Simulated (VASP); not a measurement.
# BeS (f.blda) (F-43m) in VASP: a series of runs

BeS (f.blda) is run at these levels: LDA; tasks: single point, relaxation of cell and atoms.

All numbers are computed with VASP 6.6.1; they aren't measurements. Logs are shortened: lines on timing, memory, paths and dates and some standing lists are left out, and cuts for length are marked.

## 1. The cell of the first run

Symmetry: F-43m, No. 216, cubic system. Conventional cell: a = 4.796 Å, b = 4.796 Å, c = 4.796 Å, α = 90.00°, β = 90.00°, γ = 90.00°. Be (site symmetry -43m) has 4 S at 2.08 Å within 2.7 Å. S (site symmetry -43m) has 4 Be at 2.08 Å within 2.7 Å.

## 2. Single point, LDA

File INCAR:

```
PREC     = Accurate       # precision mode
ENCUT    = 600            # plane-wave cutoff, eV
EDIFF    = 1E-6           # SCF threshold, eV
ISMEAR   = 0              # smearing method
SIGMA    = 0.02           # smearing width, eV
LREAL    = F              # projectors in reciprocal space
LASPH    = T              # aspherical terms in the spheres
NELM     = 120            # most SCF steps
ALGO     = Normal         # electronic algorithm
ISIF     = 2              # what is computed and relaxed
LWAVE    = F              # write WAVECAR
LCHARG   = F              # write CHGCAR
GGA      = CA             # functional
NBANDS   = 11             # bands
GGA_COMPAT= F
```

File KPOINTS:

```
regular mesh
0
Gamma
  8 8 8
```

File POSCAR:

```
BeS
1.0
    0.0000000000      2.3980339669      2.3980339669
    2.3980339669      0.0000000000      2.3980339669
    2.3980339669      2.3980339669      0.0000000000
Be S
1 1
Direct
    0.0000000000      0.0000000000      0.0000000000
    0.2500000000      0.2500000000      0.2500000000
```

Potentials or basis: VASP PAW LDA potentials, release 64 (Be, S).

The run is started by

```
$ cat potpaw_LDA.64/Be/POTCAR potpaw_LDA.64/S/POTCAR > POTCAR
$ mpirun -np 1 vasp_std > vasp.out
```

OUTCAR:

```text
PREC = Accurate
   ENCUT = 600
   EDIFF = 1E-6
   ISMEAR = 0
   LREAL = F
   LASPH = T
   NELM = 120
   ISIF = 2
   GGA = CA

 ion  position               nearest neighbor table
   1  0.000  0.000  0.000-   2 2.08   2 2.08   2 2.08   2 2.08
   2  0.250  0.250  0.250-   1 2.08   1 2.08   1 2.08   1 2.08

  LATTYP: Found a face centered cubic cell.
 ALAT       =     4.7960679338

  Lattice vectors:

 A1 = (   0.0000000000,   2.3980339669,   2.3980339669)
 A2 = (   2.3980339669,   0.0000000000,   2.3980339669)
 A3 = (   2.3980339669,   2.3980339669,   0.0000000000)

Analysis of symmetry for initial positions (statically):
=====================================================================
 Subroutine PRICEL returns:
 Original cell was already a primitive cell.

 Routine SETGRP: Setting up the symmetry group for a
 face centered cubic supercell.

 Subroutine GETGRP returns: Found 24 space group operations
 (whereof 24 operations were pure point group operations)
 out of a pool of 48 trial point group operations.

The static configuration has the point symmetry T_d .

Analysis of symmetry for dynamics (positions and initial velocities):
=====================================================================
 Subroutine PRICEL returns:
 Original cell was already a primitive cell.

 Routine SETGRP: Setting up the symmetry group for a
 face centered cubic supercell.

 Subroutine GETGRP returns: Found 24 space group operations
 (whereof 24 operations were pure point group operations)
 out of a pool of 48 trial point group operations.

The dynamic configuration has the point symmetry T_d .

 Subroutine INISYM returns: Found 24 space group operations
 (whereof 24 operations are pure point group operations),
 and found     1 'primitive' translations

----------------------------------------------------------------------------------------

                                     Primitive cell

  volume of cell :      27.5801

  direct lattice vectors                    reciprocal lattice vectors
     0.000000000  2.398033967  2.398033967    -0.208504136  0.208504136  0.208504136
     2.398033967  0.000000000  2.398033967     0.208504136 -0.208504136  0.208504136
     2.398033967  2.398033967  0.000000000     0.208504136  0.208504136 -0.208504136

  length of vectors
     3.391332159  3.391332159  3.391332159     0.361139757  0.361139757  0.361139757

  position of ions in fractional coordinates (direct lattice)
     0.000000000  0.000000000  0.000000000
     0.250000000  0.250000000  0.250000000

[... 79 lines left out ...]
   NSW    =      0    number of steps for IOM
   IBRION =     -1    ionic relax: 0-MD 1-quasi-New 2-CG
   NFREE  =      0    steps in history (QN), initial steepest desc. (CG)
   ISIF   =      2    stress and relaxation
   ISYM   =      2    0-nonsym 1-usesym 2-fastsym
   POTIM  = 0.5000    time-step for ionic-motion
   TEBEG  =    0.0;   TEEND  =   0.0 temperature during run
   PSTRESS=    0.0 pullay stress
   NELECT =       8.0000    total number of electrons
   NUPDOWN=      -1.0000    fix difference up-down
   EMIN   =  10.00;   EMAX   =-10.00  energy-range for DOS
   EFERMI =   0.00;   METHOD = LEGACY
   ISMEAR =     0;   SIGMA  =   0.02  broadening in eV -4-tet -1-fermi 0-gaus
   EFERMI_NEDOS =   21; number of points for ismear=-14 and -15
   IALGO  =     38    algorithm
   IMIX   =      4    mixing-type and parameters
     AMIX     =   0.40;   BMIX     =  1.00
     AMIX_MAG =   1.60;   BMIX_MAG =  1.00
  volume/ion in A,a.u.               =      13.79        93.06
  Fermi-wavevector in a.u.,A,eV,Ry     =   1.083693  2.047882 15.978545  1.174390
  Thomas-Fermi vector in A             =   2.219765
   LORBIT       =      0    0 simple, 1 ext, 2 COOP (PROOUT), +10 PAW based schemes
   GGA     = CA    functional components
   LHFCALC =     F    Hartree Fock is set to
   AEXX    =    0.0000 exact exchange contribution
   IVDW    =     0    specifies the selected vdW correction
   LEPSILON=     F    determine dielectric tensor
   LRPA    =     F    only Hartree local field effects (RPA)
 non-spin polarized calculation
 Gauss-broadening in eV      SIGMA  =   0.02
  energy-cutoff  :      600.00
  volume of cell :       27.58
 maximum number of plane-waves:       941
   NGX = 13   NGY = 13   NGZ = 13

 number of electron       8.0000001 magnetization

 Free energy of the ion-electron system (eV)
  ---------------------------------------------------
  ext. energy  EPLUGINS =         0.00000000
  ---------------------------------------------------
  free energy    TOTEN  =       -11.14260598 eV

  energy without entropy =      -11.14260598  energy(sigma->0) =      -11.14260598

 E-fermi :   4.5106     XC(G=0): -10.1232

 val. band max:        4.3825571520   @ k =   0.0000   0.0000   0.0000
 cond. band min:       7.2133889491   @ k =   0.5000   0.5000   0.0000
 fundamental gap:      2.8308317971
 Fermi energy:         4.5106350565

 k-point     1 :       0.0000    0.0000    0.0000
  band No.  band energies     occupation
      1      -9.5023      2.00000
      2       4.3826      2.00000
      3       4.3826      2.00000
      4       4.3826      2.00000
      5       9.9104      0.00000
      6       9.9104      0.00000
      7       9.9104      0.00000
      8      10.3449      0.00000
      9      17.2628      0.00000
     10      17.2628      0.00000
     11      19.2515      0.00000
[... 309 lines left out ...]
 k-point    24 :      -0.3750    0.2500    0.1250
  band No.  band energies     occupation
      1      -7.4820      2.00000
      2      -1.1243      2.00000
      3       1.4758      2.00000
      4       2.4264      2.00000
      5      10.2979      0.00000
      6      10.9366      0.00000
      7      13.5716      0.00000
      8      14.9111      0.00000
      9      15.7889      0.00000
     10      19.8154      0.00000
     11      20.4346      0.00000

 [... further k-points ...]
[... 5 lines left out ...]
  --------------------------------------------------------------------------------------
  -------------------------------------------------------------------------------------
  Total        0.0143846      0.0143846      0.0143846      0.0000000     -0.0000000      0.0000000
  in kB        0.8356297      0.8356297      0.8356297      0.0000000     -0.0000000      0.0000000
  external PRESSURE =       0.8356297 kB  Pullay stress =       0.0000000 kB

 VOLUME and BASIS-vectors are now :
 -----------------------------------------------------------------------------
  energy-cutoff  :      600.00
  volume of cell :       27.58
      direct lattice vectors                 reciprocal lattice vectors
     0.000000000  2.398033967  2.398033967    -0.208504136  0.208504136  0.208504136
     2.398033967  0.000000000  2.398033967     0.208504136 -0.208504136  0.208504136
     2.398033967  2.398033967  0.000000000     0.208504136  0.208504136 -0.208504136

 POSITION                                       TOTAL-FORCE (eV/Angst)
 -----------------------------------------------------------------------------------
      0.00000      0.00000      0.00000         0.000000      0.000000      0.000000
      1.19902      1.19902      1.19902        -0.000000     -0.000000     -0.000000
 -----------------------------------------------------------------------------------
    total drift:                                0.000000      0.000000      0.000000

  FREE ENERGIE OF THE ION-ELECTRON SYSTEM (eV)
  ---------------------------------------------------
  free  energy   TOTEN  =       -11.1426059809 eV

  energy  without entropy=      -11.1426059809  energy(sigma->0) =      -11.14260598
```

OSZICAR:

```text
N       E                     dE             d eps       ncg     rms          rms(c)
DAV:   1     0.201659499431E+02    0.20166E+02   -0.41621E+03   638   0.707E+02
DAV:   2    -0.101765268789E+02   -0.30342E+02   -0.29222E+02   821   0.118E+02
DAV:   3    -0.113993050651E+02   -0.12228E+01   -0.12199E+01   845   0.238E+01
DAV:   4    -0.114058090365E+02   -0.65040E-02   -0.65031E-02   742   0.195E+00
DAV:   5    -0.114058605129E+02   -0.51476E-04   -0.51476E-04   853   0.180E-01    0.599E+00
DAV:   6    -0.112164011436E+02    0.18946E+00   -0.13103E-01   745   0.167E+00    0.394E+00
DAV:   7    -0.111428895200E+02    0.73512E-01   -0.15759E-01   773   0.188E+00    0.802E-01
DAV:   8    -0.111426467054E+02    0.24281E-03   -0.67768E-03   760   0.469E-01    0.176E-01
DAV:   9    -0.111426061536E+02    0.40552E-04   -0.26583E-04   789   0.106E-01    0.673E-02
DAV:  10    -0.111426048115E+02    0.13421E-05   -0.24850E-05   775   0.236E-02    0.173E-02
DAV:  11    -0.111426059876E+02   -0.11760E-05   -0.33109E-06   740   0.107E-02    0.745E-03
DAV:  12    -0.111426059809E+02    0.66382E-08   -0.75142E-08   364   0.197E-03
   1 F= -.11142606E+02 E0= -.11142606E+02  d E =-.102308E-21
```

stdout:

```text
POSCAR found type information on POSCAR BeS
 POSCAR found :  2 types and       2 ions
 scaLAPACK will be used
 LDA part: xc-table for (Slater(with rela. corr.)+CA(PZ))
 , standard interpolation
 POSCAR, INCAR and KPOINTS ok, starting setup
 FFT: planning ... GRIDC
 FFT: planning ... GRID_SOFT
 FFT: planning ... GRID
 WAVECAR not read
 entering main loop
```

Run time: 10 s. Hardware: 1 thread of Intel Xeon 8259CL, shared host; peak memory 0.14 GiB.

Results:

```
Free energy            : -11.1426 eV
Pressure               : 0.1 GPa
Band gap on the k mesh : 2.83 eV, indirect (least direct gap 5.53 eV)
```

Levels at points of the mesh, in eV from the valence-band top:
```csv
k point,band 2,band 3,band 4,band 5,band 6,band 7
"(0.00, 0.00, 0.00)",0.00,0.00,0.00,5.53,5.53,5.53
"(0.50, 0.00, 0.00)",-6.06,-1.09,-1.09,5.48,6.43,6.43
"(0.50, 0.50, 0.00)",-5.21,-2.79,-2.79,2.83,4.77,12.88
```

A k mesh can miss the band edges. Expect the measured gap to be larger: semilocal functionals such as LDA lack the derivative discontinuity.

## 3. Relaxation of cell and atoms, LDA

This run uses another cell than the first one, of 14.17 Å³/atom, 1.028 times its volume.

File INCAR:

```
SYSTEM = BeS
  ALGO = Normal
  EDIFF = 1E-7
  EDIFFG = -0.002
  ENCUT = 600
  GGA_COMPAT = .FALSE.
  IBRION = 2
  ISIF = 3
  ISMEAR = 0
  LASPH = .TRUE.
  LCHARG = .FALSE.
  LREAL = .FALSE.
  LWAVE = .FALSE.
  NELM = 120
  NELMIN = 4
  NSW = 100
  PREC = Accurate
  SIGMA = 0.02
```

File KPOINTS:

```
k-points
0
G
  8 8 8
  0 0 0
```

File POSCAR:

```
BeS
1.0
    0.0000000000      2.4200000000      2.4200000000
    2.4200000000      0.0000000000      2.4200000000
    2.4200000000      2.4200000000      0.0000000000
Be S
1 1
Direct
    0.0000000000      0.0000000000      0.0000000000
    0.2500000000      0.2500000000      0.2500000000
```

Potentials or basis: VASP PAW LDA potentials, release 64 (Be, S).

The run is started by

```
$ cat potpaw_LDA.64/Be/POTCAR potpaw_LDA.64/S/POTCAR > POTCAR
$ mpirun -np 1 vasp_std > vasp.out
```

Run time: 21 s. Hardware: 1 thread of Intel Xeon 8259CL, shared host; peak memory 0.14 GiB.

It converged, with:

```
Free energy                            : -11.1427 eV
Relaxed volume                         : 13.80 Å³/atom
Relaxed cell                           : a = 3.392 Å, b = 3.392 Å, c = 3.392 Å, α = 60.00°, β = 60.00°, γ = 60.00°
Space group after relaxing (to 0.05 Å) : F-43m (No. 216)
Energy gained by relaxing              : 3.0 meV/atom
Ionic steps                            : 3
Pressure after relaxing                : 0.0 GPa
Band gap on the k mesh                 : 2.83 eV, indirect (least direct gap 5.53 eV)
```

The path:
| step | energy change (eV) | largest force (eV/Å) | pressure (GPa) | volume (Å³) |
| --- | --- | --- | --- | --- |
| 1 | 0.0000 | 0.0000 | -2.58 | 28.34 |
| 2 | -0.0057 | 0.0000 | 0.68 | 27.42 |
| 3 | -0.0061 | 0.0000 | 0.00 | 27.60 |

Final structure:
```
CELL_PARAMETERS angstrom
0.00000 2.39866 2.39866
2.39866 0.00000 2.39866
2.39866 2.39866 0.00000
ATOMIC_POSITIONS crystal
Be 0.00000 0.00000 0.00000
S 0.25000 0.25000 0.25000
```

Levels at points of the mesh, in eV from the valence-band top:
```
           k point  band 1  band 2  band 3  band 4  band 5  band 6  band 7  band 8
(0.00, 0.00, 0.00)  -13.88    0.00    0.00    0.00    5.53    5.53    5.53    5.96
(0.50, 0.00, 0.00)  -12.16   -6.06   -1.09   -1.09    5.48    6.43    6.43   11.07
(0.50, 0.50, 0.00)  -11.58   -5.21   -2.79   -2.79    2.83    4.77   12.88   12.88
```
